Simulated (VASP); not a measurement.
# SrO (Fm-3m) in VASP: further runs

The runs below take SrO through single point, relaxation of cell and atoms, with PBE+D3(BJ).

Program: VASP 6.6.1. These are calculated values, not measurements. Logs are shortened: lines on timing, memory, paths and dates and some standing lists are left out, and cuts for length are marked.

## 1. The cell of the first run

It takes space group Fm-3m (No. 225, cubic). Conventional cell: a = 5.149 Å, b = 5.149 Å, c = 5.149 Å, α = 90.00°, β = 90.00°, γ = 90.00°. Sr (site symmetry m-3m) has 6 O at 2.57 Å within 3.4 Å. Within 3.4 Å of O (site symmetry m-3m) lie 6 Sr at 2.57 Å.

## 2. Single point, PBE+D3(BJ)

Input file INCAR:

```
ALGO = Normal
EDIFF = 1E-6
ENCUT = 520
GGA = PE
ISIF = 2
ISMEAR = 0
IVDW = 12
LASPH = True
LCHARG = False
LREAL = False
LWAVE = False
NBANDS = 15
NELM = 100
PREC = Accurate
SIGMA = 0.02
```

Input file KPOINTS:

```
k-points
0
Gamma
  8 8 8
```

Input file POSCAR:

```
SrO
1.0
    0.0000000000      2.5746698334      2.5746698334
    2.5746698334      0.0000000000      2.5746698334
    2.5746698334      2.5746698334      0.0000000000
Sr O
1 1
Direct
    0.5000000000      0.5000000000      0.5000000000
    0.0000000000      0.0000000000      0.0000000000
```

Potentials or basis: VASP PAW PBE potentials, release 64 (Sr_sv, O).

Launch:

```console
> cat potpaw_PBE.64/Sr_sv/POTCAR potpaw_PBE.64/O/POTCAR > POTCAR
> mpirun -np 1 vasp_std > vasp.out
```

OUTCAR:

```text
EDIFF = 1E-6
   ENCUT = 520
   GGA = PE
   ISIF = 2
   ISMEAR = 0
   IVDW = 12
   LASPH = True
   LREAL = False
   NELM = 100
   PREC = Accurate
 IVDW          = 12

 ion  position               nearest neighbor table
   1  0.500  0.500  0.500-   2 2.57   2 2.57   2 2.57   2 2.57   2 2.57   2 2.57
   2  0.000  0.000  0.000-   1 2.57   1 2.57   1 2.57   1 2.57   1 2.57   1 2.57

  LATTYP: Found a face centered cubic cell.
 ALAT       =     5.1493396668

  Lattice vectors:

 A1 = (   0.0000000000,   2.5746698334,   2.5746698334)
 A2 = (   2.5746698334,   0.0000000000,   2.5746698334)
 A3 = (   2.5746698334,   2.5746698334,   0.0000000000)

Analysis of symmetry for initial positions (statically):
=====================================================================
 Subroutine PRICEL returns:
 Original cell was already a primitive cell.

 Routine SETGRP: Setting up the symmetry group for a
 face centered cubic supercell.

 Subroutine GETGRP returns: Found 48 space group operations
 (whereof 48 operations were pure point group operations)
 out of a pool of 48 trial point group operations.

The static configuration has the point symmetry O_h .

Analysis of symmetry for dynamics (positions and initial velocities):
=====================================================================
 Subroutine PRICEL returns:
 Original cell was already a primitive cell.

 Routine SETGRP: Setting up the symmetry group for a
 face centered cubic supercell.

 Subroutine GETGRP returns: Found 48 space group operations
 (whereof 48 operations were pure point group operations)
 out of a pool of 48 trial point group operations.

The dynamic configuration has the point symmetry O_h .

 Subroutine INISYM returns: Found 48 space group operations
 (whereof 48 operations are pure point group operations),
 and found     1 'primitive' translations

----------------------------------------------------------------------------------------

                                     Primitive cell

  volume of cell :      34.1346

  direct lattice vectors                    reciprocal lattice vectors
     0.000000000  2.574669833  2.574669833    -0.194199658  0.194199658  0.194199658
     2.574669833  0.000000000  2.574669833     0.194199658 -0.194199658  0.194199658
     2.574669833  2.574669833  0.000000000     0.194199658  0.194199658 -0.194199658

  length of vectors
     3.641132997  3.641132997  3.641132997     0.336363674  0.336363674  0.336363674

  position of ions in fractional coordinates (direct lattice)
     0.500000000  0.500000000  0.500000000
     0.000000000  0.000000000  0.000000000

  ion indices of the primitive-cell ions
   primitive index   ion index
                 1           1
                 2           2

----------------------------------------------------------------------------------------

 KPOINTS: k-points

Automatic generation of k-mesh.
 Grid dimensions read from file:
 generate k-points for:    8    8    8

 Generating k-lattice:

  Cartesian coordinates                     Fractional coordinates (reciprocal lattice)
    -0.024274957  0.024274957  0.024274957     0.125000000  0.000000000  0.000000000
     0.024274957 -0.024274957  0.024274957     0.000000000  0.125000000  0.000000000
     0.024274957  0.024274957 -0.024274957     0.000000000  0.000000000  0.125000000

  Length of vectors
     0.042045459  0.042045459  0.042045459

  Shift w.r.t. Gamma in fractional coordinates (k-lattice)
     0.000000000  0.000000000  0.000000000

 Subroutine IBZKPT returns following result:
 ===========================================

 Found     29 irreducible k-points:

 Following reciprocal coordinates:
            Coordinates               Weight
  0.000000  0.000000  0.000000      1.000000
  0.125000  0.000000  0.000000      8.000000
  0.250000  0.000000  0.000000      8.000000
  0.375000  0.000000  0.000000      8.000000
  0.500000  0.000000  0.000000      4.000000
  0.125000  0.125000  0.000000      6.000000
[... 16 lines left out ...]
  0.500000  0.250000  0.125000     48.000000
 -0.375000  0.250000  0.125000     24.000000
 [... further k-points ...]
   k-points           NKPTS =     29   k-points in BZ     NKDIM =     29   number of bands    NBANDS=     15
   number of dos      NEDOS =    301   number of ions     NIONS =      2
   total plane-waves  NPLWV =  21952
   dimension x,y,z NGX =    28 NGY =   28 NGZ =   28
   dimension x,y,z NGXF=    56 NGYF=   56 NGZF=   56
   ions per type =               1   1
   NGX,Y,Z   is equivalent  to a cutoff of  12.78, 12.78, 12.78 a.u.
   NGXF,Y,Z  is equivalent  to a cutoff of  25.57, 25.57, 25.57 a.u.
 SYSTEM =  unknown system
   PREC   = accura    normal or accurate (medium, high low for compatibility)
   ISTART =      0    job   : 0-new  1-cont  2-samecut
   ICHARG =      2    charge: 1-file 2-atom 10-const
   ISPIN  =      1    spin polarized calculation?
   LNONCOLLINEAR =      F non collinear calculations
   LSORBIT =      F    spin-orbit coupling
   LASPH  =      T    aspherical Exc in radial PAW
   ENCUT  =  520.0 eV  38.22 Ry    6.18 a.u.   6.77  6.77  6.77*2*pi/ulx,y,z
   NELM   =    100;   NELMIN=  2; NELMDL= -5     # of ELM steps
   EDIFF  = 0.1E-05   stopping-criterion for ELM
   LREAL  =      F    real-space projection
   EDIFFG = 0.1E-04   stopping-criterion for IOM
   NSW    =      0    number of steps for IOM
   IBRION =     -1    ionic relax: 0-MD 1-quasi-New 2-CG
   NFREE  =      0    steps in history (QN), initial steepest desc. (CG)
   ISIF   =      2    stress and relaxation
   ISYM   =      2    0-nonsym 1-usesym 2-fastsym
   POTIM  = 0.5000    time-step for ionic-motion
   TEBEG  =    0.0;   TEEND  =   0.0 temperature during run
   PSTRESS=    0.0 pullay stress
   NELECT =      16.0000    total number of electrons
   NUPDOWN=      -1.0000    fix difference up-down
   EMIN   =  10.00;   EMAX   =-10.00  energy-range for DOS
   EFERMI =   0.00;   METHOD = LEGACY
   ISMEAR =     0;   SIGMA  =   0.02  broadening in eV -4-tet -1-fermi 0-gaus
   EFERMI_NEDOS =   21; number of points for ismear=-14 and -15
   IALGO  =     38    algorithm
   IMIX   =      4    mixing-type and parameters
     AMIX     =   0.40;   BMIX     =  1.00
     AMIX_MAG =   1.60;   BMIX_MAG =  1.00
  volume/ion in A,a.u.               =      17.07       115.18
  Fermi-wavevector in a.u.,A,eV,Ry     =   1.271696  2.403157 22.003485  1.617211
  Thomas-Fermi vector in A             =   2.404615
   LORBIT       =      0    0 simple, 1 ext, 2 COOP (PROOUT), +10 PAW based schemes
   GGA     = PE    functional components
   LHFCALC =     F    Hartree Fock is set to
   AEXX    =    0.0000 exact exchange contribution
   IVDW    =    12    specifies the selected vdW correction
   LEPSILON=     F    determine dielectric tensor
   LRPA    =     F    only Hartree local field effects (RPA)
 non-spin polarized calculation
 Gauss-broadening in eV      SIGMA  =   0.02
  energy-cutoff  :      520.00
  volume of cell :       34.13
 maximum number of plane-waves:       941
   NGX = 13   NGY = 13   NGZ = 13

 number of electron      15.9999997 magnetization

 Free energy of the ion-electron system (eV)
  ---------------------------------------------------
  ext. energy  EPLUGINS =         0.00000000
  ---------------------------------------------------
  free energy    TOTEN  =       -12.04434765 eV

  energy without entropy =      -12.04434765  energy(sigma->0) =      -12.04434765

 E-fermi :   1.8404     XC(G=0): -10.0063

 val. band max:        1.6430820471   @ k =   0.0000   0.0000   0.0000
 cond. band min:       4.9102851780   @ k =   0.5000   0.5000   0.0000
 fundamental gap:      3.2672031309
 Fermi energy:         1.8403717627

 k-point     1 :       0.0000    0.0000    0.0000
  band No.  band energies     occupation
      1     -30.7608      2.00000
      2     -13.4421      2.00000
      3     -12.4031      2.00000
      4     -12.4031      2.00000
      5     -12.4031      2.00000
      6       1.6431      2.00000
      7       1.6431      2.00000
      8       1.6431      2.00000
      9       5.5956      0.00000
     10       7.8444      0.00000
     11       7.8444      0.00000
     12       7.8444      0.00000
     13      10.0019      0.00000
     14      10.0019      0.00000
     15      14.3335      0.00000

 k-point     2 :       0.1250    0.0000    0.0000
  band No.  band energies     occupation
      1     -30.7412      2.00000
      2     -13.8102      2.00000
      3     -12.4152      2.00000
      4     -12.4152      2.00000
      5     -12.0830      2.00000
      6       1.1921      2.00000
      7       1.4475      2.00000
      8       1.4475      2.00000
      9       6.2913      0.00000
     10       7.6961      0.00000
     11       8.1485      0.00000
     12       8.1485      0.00000
     13      10.4062      0.00000
     14      10.4062      0.00000
     15      15.3234      0.00000

 k-point     3 :       0.2500    0.0000    0.0000
  band No.  band energies     occupation
      1     -30.6936      2.00000
      2     -14.3797      2.00000
      3     -12.4440      2.00000
      4     -12.4440      2.00000
      5     -11.6302      2.00000
      6       0.3704      2.00000
      7       1.0252      2.00000
      8       1.0252      2.00000
      9       7.6140      0.00000
     10       7.8416      0.00000
     11       8.9734      0.00000
     12       8.9734      0.00000
     13      11.4174      0.00000
     14      11.4174      0.00000
     15      17.2943      0.00000
[... 343 lines left out ...]
 k-point    23 :       0.5000    0.2500    0.1250
  band No.  band energies     occupation
      1     -30.6207      2.00000
      2     -14.5723      2.00000
      3     -12.7625      2.00000
      4     -12.5751      2.00000
      5     -11.5979      2.00000
      6       0.1102      2.00000
      7       0.7149      2.00000
      8       1.1224      2.00000
      9       7.1972      0.00000
     10       8.7996      0.00000
     11      10.5178      0.00000
     12      10.6914      0.00000
     13      12.6712      0.00000
     14      13.6323      0.00000
     15      15.8904      0.00000

 k-point    24 :      -0.3750    0.2500    0.1250
  band No.  band energies     occupation
      1     -30.6047      2.00000
      2     -14.6392      2.00000
      3     -12.7851      2.00000
      4     -12.6284      2.00000
      5     -11.5685      2.00000
      6       0.0740      2.00000
      7       0.7826      2.00000
      8       0.8584      2.00000
      9       7.9950      0.00000
     10       8.3587      0.00000
     11      10.9111      0.00000
     12      11.1080      0.00000
     13      13.1917      0.00000
     14      14.5217      0.00000
     15      14.9431      0.00000

 [... further k-points ...]

------------------------ aborting loop because EDIFF is reached ----------------------------------------

 Edisp (eV)   -0.48932

 E8    (eV) :    -0.2385

  FORCE on cell =-STRESS in cart. coord.  units (eV):
  Direction    XX          YY          ZZ          XY          YZ          ZX
  --------------------------------------------------------------------------------------
  -------------------------------------------------------------------------------------
  Total       0.12144     0.12144     0.12144    -0.00000     0.00000    -0.00000
  in kB       5.70024     5.70024     5.70024    -0.00000     0.00000    -0.00000
  external pressure =        5.70 kB  Pullay stress =        0.00 kB

 VOLUME and BASIS-vectors are now :
 -----------------------------------------------------------------------------
  energy-cutoff  :      520.00
  volume of cell :       34.13
      direct lattice vectors                 reciprocal lattice vectors
     0.000000000  2.574669833  2.574669833    -0.194199658  0.194199658  0.194199658
     2.574669833  0.000000000  2.574669833     0.194199658 -0.194199658  0.194199658
     2.574669833  2.574669833  0.000000000     0.194199658  0.194199658 -0.194199658

 POSITION                                       TOTAL-FORCE (eV/Angst)
 -----------------------------------------------------------------------------------
      2.57467      2.57467      2.57467         0.000000      0.000000     -0.000000
      0.00000      0.00000      0.00000         0.000000      0.000000      0.000000
 -----------------------------------------------------------------------------------
    total drift:                                0.000000      0.000000      0.000000

  FREE ENERGIE OF THE ION-ELECTRON SYSTEM (eV)
  ---------------------------------------------------
  free  energy   TOTEN  =       -12.5336664665 eV

  energy  without entropy=      -12.5336664665  energy(sigma->0) =      -12.53366647
```

It took 10 s on 1 thread of Intel Xeon Platinum 8488C (Sapphire Rapids), shared host; peak memory 0.17 GiB.

Results:

```yaml
Free_energy: -12.5337 eV
Pressure: 0.6 GPa
Band_gap_on_the_k_mesh: 3.27 eV, indirect (least direct gap 3.36 eV)
Dispersion_energy_per_atom: -0.245 eV
```

A k mesh can miss the band edges.

(Continued in part 2 of 2.)
